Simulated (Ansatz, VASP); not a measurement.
# Two plane-wave programs on NiO

INCAR

```
SYSTEM = NiO
  ALGO = Normal
  EDIFF = 1E-6
  ENCUT = 700
  GGA = PE
  GGA_COMPAT = .False.
  ISIF = 2
  ISMEAR = -1
  ISPIN = 2
  LASPH = .True.
  LCHARG = .False.
  LMAXMIX = 4
  LORBIT = 11
  LREAL = .False.
  LWAVE = .False.
  MAGMOM = 1 0
  NBANDS = 23
  NELM = 200
  PREC = Accurate
  SIGMA = 0.05
```

Contents of KPOINTS:

```
k-points
0
Gamma
  6 6 6
  0 0 0
```

File POSCAR:

```
NiO
1.0
    0.0000000000      2.0859016414      2.0859016414
    2.0859016414      0.0000000000      2.0859016414
    2.0859016414      2.0859016414      0.0000000000
Ni O
1 1
Direct
    0.0000000000      0.0000000000      0.0000000000
    0.5000000000      0.5000000000      0.5000000000
```

File input.yaml:

```yaml
crystal:
  lattice:
    - [0.0, 2.0859016414, 2.0859016414]
    - [2.0859016414, 0.0, 2.0859016414]
    - [2.0859016414, 2.0859016414, 0.0]
  atoms:
    - { symbol: Ni, position: [0.0, 0.0, 0.0], spin: 1.0 }
    - { symbol: O, position: [0.5, 0.5, 0.5] }
hamiltonian:
  xc: pbe
  pseudopotentials: { kind: paw }
magnetization:
  spin_polarized: true
kpoints:
  mp_grid: { grid: [6, 6, 6] }
scf:
  occupations: { method: fermi_dirac, width: 0.05 }
output:
  forces: true
  stress: true
  eigenvalues: true
```

Alike in both runs: task single point; functional PBE; k mesh 6 × 6 × 6; occupations fermi-dirac, width 0.05 eV; collinear spin.

|  | VASP | Ansatz |
| --- | --- | --- |
| version | VASP 6.6.1 | Ansatz 0.2.0 |
| potentials or method | VASP PAW PBE potentials, release 64 (Ni_sv_GW, O) | Ansatz PAW |
| plane-wave cutoff (eV) | 700 | 420 |
| valence electrons in the cell | 24 | 24 |

```tsv
	VASP	Ansatz	Ansatz less VASP
gap on the k mesh at the Fermi level (eV)	none	none	-
pressure (GPa)	4.9	5.6	+0.73
net moment per atom (μB)	0.87	0.87	-0.002
size of the moment on the site where the two differ most (μB)	1.43	1.40	-0.036
```

Site moments also hang on the region over which each program counts them. A gap of «none» marks a metal or a gap that the smearing closes.

The k mesh is coarse, so the values compare programs but aren't converged.
